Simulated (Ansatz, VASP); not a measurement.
**SiC: VASP beside Ansatz**

```
CELL_PARAMETERS angstrom
3.13881 0.00000 0.00000
-1.56940 2.71829 0.00000
0.00000 0.00000 4.91621
ATOMIC_POSITIONS crystal
Si 0.33333 0.66667 0.00000
Si 0.66667 0.33333 0.50000
C 0.33333 0.66667 0.50000
C 0.66667 0.33333 0.00000
```

Alike in both runs: task relaxation of cell and atoms; functional r2SCAN; k mesh 18 × 18 × 10; occupations gaussian, width 0.01 eV; no spin polarisation.

|  | VASP | Ansatz |
| --- | --- | --- |
| version | VASP 6.6.1 | Ansatz 0.2.0 |
| potentials or method | VASP PAW PBE potentials, release 64 (Si, C), cutoff 600 eV | scalar-relativistic, plane waves, PAW |
| valence electrons in the cell | 16 | 16 |

VASP gave:

| Item | Value |
| --- | --- |
| gap on the k mesh at the Fermi level, each at its own relaxed structure (eV) | 0.18 |
| relaxed volume (Å³/atom) | 10.52 |
| relaxed length of the cell vector where the two differ most in proportion (Å) | 4.947 |

Task: Which values does Ansatz return?

Result: gap on the k mesh at the Fermi level, each at its own relaxed structure (eV): 0.13; relaxed volume (Å³/atom): 10.52; relaxed length of the cell vector where the two differ most in proportion (Å): 4.937.

VASP's potentials were made for PBE, not for r2SCAN.
